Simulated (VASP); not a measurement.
# Sn (Fd-3m) in VASP: single point with LDA

Aim: the single point of Sn with LDA.

Everything below comes from runs of VASP 6.6.1. Logs are shortened: lines on timing, memory, paths and dates and some standing lists are left out, and cuts for length are marked.

### 1 The cell of the first run

The structure is cubic, space group Fd-3m (No. 227). Conventional cell: a = 6.658 Å, b = 6.658 Å, c = 6.658 Å, α = 90.00°, β = 90.00°, γ = 90.00°. Within 3.8 Å of Sn (site symmetry -43m) lie 4 Sn at 2.88 Å.

### 2 Single point, LDA

Input file INCAR:

```
ALGO = Normal ; EDIFF = 1E-6
ENCUT = 500 ; GGA_COMPAT = F
ISIF = 2 ; ISMEAR = -1
LASPH = T ; LCHARG = F
LREAL = F ; LWAVE = F
NBANDS = 21 ; NELM = 120
PREC = Accurate ; SIGMA = 0.0816
```

Input file KPOINTS:

```
k-points
0
Gamma
  7 7 7
```

Input file POSCAR:

```
Sn
1.0
    0.0000000000      3.3288862920      3.3288862920
    3.3288862920      0.0000000000      3.3288862920
    3.3288862920      3.3288862920      0.0000000000
Sn
2
Direct
    0.8750000000      0.8750000000      0.8750000000
    0.1250000000      0.1250000000      0.1250000000
```

Potentials or basis: VASP PAW LDA potentials, release 64 (Sn_d).

Launch:

```console
> cat potpaw_LDA.64/Sn_d/POTCAR > POTCAR
> mpirun -np 1 vasp_std > vasp.out
```

OUTCAR:

```text
EDIFF = 1E-6
   ENCUT = 500
   ISIF = 2
   ISMEAR = -1
   LASPH = T
   LREAL = F
   NELM = 120
   PREC = Accurate

 ion  position               nearest neighbor table
   1  0.875  0.875  0.875-   2 2.88   2 2.88   2 2.88   2 2.88
   2  0.125  0.125  0.125-   1 2.88   1 2.88   1 2.88   1 2.88

  LATTYP: Found a face centered cubic cell.
 ALAT       =     6.6577725840

  Lattice vectors:

 A1 = (   0.0000000000,   3.3288862920,   3.3288862920)
 A2 = (   3.3288862920,   0.0000000000,   3.3288862920)
 A3 = (   3.3288862920,   3.3288862920,   0.0000000000)

Analysis of symmetry for initial positions (statically):
[... 6 lines left out ...]

 Subroutine GETGRP returns: Found 48 space group operations
 (whereof 12 operations were pure point group operations)
 out of a pool of 48 trial point group operations.

The static configuration has the point symmetry D_3d.
 The point group associated with its full space group is O_h .

Analysis of symmetry for dynamics (positions and initial velocities):
[... 6 lines left out ...]

 Subroutine GETGRP returns: Found 48 space group operations
 (whereof 12 operations were pure point group operations)
 out of a pool of 48 trial point group operations.

The dynamic configuration has the point symmetry D_3d.
 The point group associated with its full space group is O_h .

 Subroutine INISYM returns: Found 48 space group operations
 (whereof 12 operations are pure point group operations),
 and found     1 'primitive' translations

----------------------------------------------------------------------------------------

                                     Primitive cell

  volume of cell :      73.7780

  direct lattice vectors                    reciprocal lattice vectors
     0.000000000  3.328886292  3.328886292    -0.150200384  0.150200384  0.150200384
     3.328886292  0.000000000  3.328886292     0.150200384 -0.150200384  0.150200384
     3.328886292  3.328886292  0.000000000     0.150200384  0.150200384 -0.150200384

  length of vectors
     4.707756142  4.707756142  4.707756142     0.260154697  0.260154697  0.260154697

  position of ions in fractional coordinates (direct lattice)
     0.875000000  0.875000000  0.875000000
     0.125000000  0.125000000  0.125000000

  ion indices of the primitive-cell ions
   primitive index   ion index
                 1           1
[... 57 lines left out ...]
   NGXF,Y,Z  is equivalent  to a cutoff of  25.43, 25.43, 25.43 a.u.
 SYSTEM =  unknown system
   PREC   = accura    normal or accurate (medium, high low for compatibility)
   ISTART =      0    job   : 0-new  1-cont  2-samecut
   ICHARG =      2    charge: 1-file 2-atom 10-const
   ISPIN  =      1    spin polarized calculation?
   LNONCOLLINEAR =      F non collinear calculations
   LSORBIT =      F    spin-orbit coupling
   LASPH  =      T    aspherical Exc in radial PAW
   ENCUT  =  500.0 eV  36.75 Ry    6.06 a.u.   8.58  8.58  8.58*2*pi/ulx,y,z
   NELM   =    120;   NELMIN=  2; NELMDL= -5     # of ELM steps
   EDIFF  = 0.1E-05   stopping-criterion for ELM
   LREAL  =      F    real-space projection
   EDIFFG = 0.1E-04   stopping-criterion for IOM
   NSW    =      0    number of steps for IOM
   IBRION =     -1    ionic relax: 0-MD 1-quasi-New 2-CG
   NFREE  =      0    steps in history (QN), initial steepest desc. (CG)
   ISIF   =      2    stress and relaxation
   ISYM   =      2    0-nonsym 1-usesym 2-fastsym
   POTIM  = 0.5000    time-step for ionic-motion
   TEBEG  =    0.0;   TEEND  =   0.0 temperature during run
   PSTRESS=    0.0 pullay stress
   NELECT =      28.0000    total number of electrons
   NUPDOWN=      -1.0000    fix difference up-down
   EMIN   =  10.00;   EMAX   =-10.00  energy-range for DOS
   EFERMI =   0.00;   METHOD = LEGACY
   ISMEAR =    -1;   SIGMA  =   0.08  broadening in eV -4-tet -1-fermi 0-gaus
   EFERMI_NEDOS =   21; number of points for ismear=-14 and -15
   IALGO  =     38    algorithm
   IMIX   =      4    mixing-type and parameters
     AMIX     =   0.40;   BMIX     =  1.00
     AMIX_MAG =   1.60;   BMIX_MAG =  1.00
  volume/ion in A,a.u.               =      36.89       248.94
  Fermi-wavevector in a.u.,A,eV,Ry     =   1.185273  2.239842 19.114459  1.404873
  Thomas-Fermi vector in A             =   2.321471
   LORBIT       =      0    0 simple, 1 ext, 2 COOP (PROOUT), +10 PAW based schemes
   GGA     = CA    functional components
   LHFCALC =     F    Hartree Fock is set to
   AEXX    =    0.0000 exact exchange contribution
   IVDW    =     0    specifies the selected vdW correction
   LEPSILON=     F    determine dielectric tensor
   LRPA    =     F    only Hartree local field effects (RPA)
 non-spin polarized calculation
  energy-cutoff  :      500.00
  volume of cell :       73.78
 maximum number of plane-waves:      1899
   NGX = 17   NGY = 17   NGZ = 17

 number of electron      28.0000008 magnetization

 Free energy of the ion-electron system (eV)
  ---------------------------------------------------
  ext. energy  EPLUGINS =         0.00000000
  ---------------------------------------------------
  free energy    TOTEN  =        -8.87011037 eV

  energy without entropy =       -8.85996097  energy(sigma->0) =       -8.86503567

 E-fermi :   4.4557     XC(G=0):  -8.8679

 val. band max:        4.3782498361   @ k =   0.4286   0.0000   0.0000
 cond. band min:       4.6185756875   @ k =   0.2857   0.0000   0.0000
 fundamental gap:      0.2403258514
 Fermi energy:         4.4557105785

 k-point     1 :       0.0000    0.0000    0.0000
  band No.  band energies     occupation
      1     -16.8915      2.00000
      2     -16.8915      2.00000
      3     -16.8915      2.00000
      4     -16.8400      2.00000
      5     -16.8400      2.00000
      6     -16.5861      2.00000
[... 469 lines left out ...]
     20      12.9930      0.00000
     21      14.4619      0.00000

------------------------ aborting loop because EDIFF is reached ----------------------------------------

  FORCE on cell =-STRESS in cart. coord.  units (eV):
  Direction    XX          YY          ZZ          XY          YZ          ZX
  --------------------------------------------------------------------------------------
  -------------------------------------------------------------------------------------
  Total       -1.3798452     -1.3798452     -1.3798452      0.0000000      0.0000000      0.0000000
  in kB      -29.9649860    -29.9649860    -29.9649860      0.0000000      0.0000000      0.0000000
  external PRESSURE =     -29.9649860 kB  Pullay stress =       0.0000000 kB

 VOLUME and BASIS-vectors are now :
 -----------------------------------------------------------------------------
  energy-cutoff  :      500.00
  volume of cell :       73.78
      direct lattice vectors                 reciprocal lattice vectors
     0.000000000  3.328886292  3.328886292    -0.150200384  0.150200384  0.150200384
     3.328886292  0.000000000  3.328886292     0.150200384 -0.150200384  0.150200384
     3.328886292  3.328886292  0.000000000     0.150200384  0.150200384 -0.150200384

 POSITION                                       TOTAL-FORCE (eV/Angst)
 -----------------------------------------------------------------------------------
      5.82555      5.82555      5.82555        -0.000000     -0.000000     -0.000000
      0.83222      0.83222      0.83222         0.000000      0.000000      0.000000
 -----------------------------------------------------------------------------------
    total drift:                                0.000000      0.000000      0.000000

  FREE ENERGIE OF THE ION-ELECTRON SYSTEM (eV)
  ---------------------------------------------------
  free  energy   TOTEN  =        -8.8701103730 eV

  energy  without entropy=       -8.8599609682  energy(sigma->0) =       -8.86503567
```

stdout:

```text
POSCAR found type information on POSCAR Sn
 POSCAR found :  1 types and       2 ions
 scaLAPACK will be used
 LDA part: xc-table for (Slater(with rela. corr.)+CA(PZ))
 , standard interpolation
 POSCAR, INCAR and KPOINTS ok, starting setup
 FFT: planning ... GRIDC
 FFT: planning ... GRID_SOFT
 FFT: planning ... GRID
 WAVECAR not read
 entering main loop
```

It took 18 s on 1 thread of Intel Xeon Platinum 8259CL at 2.50GHz (Skylake/Cascade Lake), shared host; peak memory 0.17 GiB.

Results:

- Free energy: -8.8701 eV
- Pressure: -3.0 GPa
- Band gap on the k mesh: zero (band 14 reaches 4.67 eV, above the bottom of band 15 at 4.38 eV)

Caveat: spin-orbit coupling is left out, which moves the levels of the heavy elements.
